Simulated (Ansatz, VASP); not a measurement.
**CuF: VASP beside Ansatz**

```xyz
4
Lattice="3.5001 0.0000 0.0000 -1.7500 3.0312 0.0000 0.0000 0.0000 5.4596" Properties=species:S:1:pos:R:3 pbc="T T T"
Cu    0.0000    2.0208    1.3649
Cu    1.7500    1.0104    4.0947
F     1.7500    1.0104    1.3649
F     0.0000    2.0208    4.0947
```

Alike in both runs: task single point; functional PBE; k mesh 9 × 9 × 4; occupations fermi-dirac, width 0.02 eV; no spin polarisation.

|  | VASP | Ansatz |
| --- | --- | --- |
| version | VASP 6.6.1 | Ansatz 0.2.0 |
| potentials or method | VASP PAW PBE potentials, release 64 (Cu_sv_GW, F) | plane waves, PAW |
| plane-wave cutoff (eV) | 820 | 420 |
| valence electrons in the cell | 52 | 52 |

Ansatz gave:

| Quantity | Value |
| --- | --- |
| pressure (GPa) | 2.0 |
| traceless stress, the component that is largest in VASP (GPa) | -1.15 |

Estimate VASP's values.

pressure (GPa): 1.4; traceless stress, the component that is largest in VASP (GPa): -1.28.
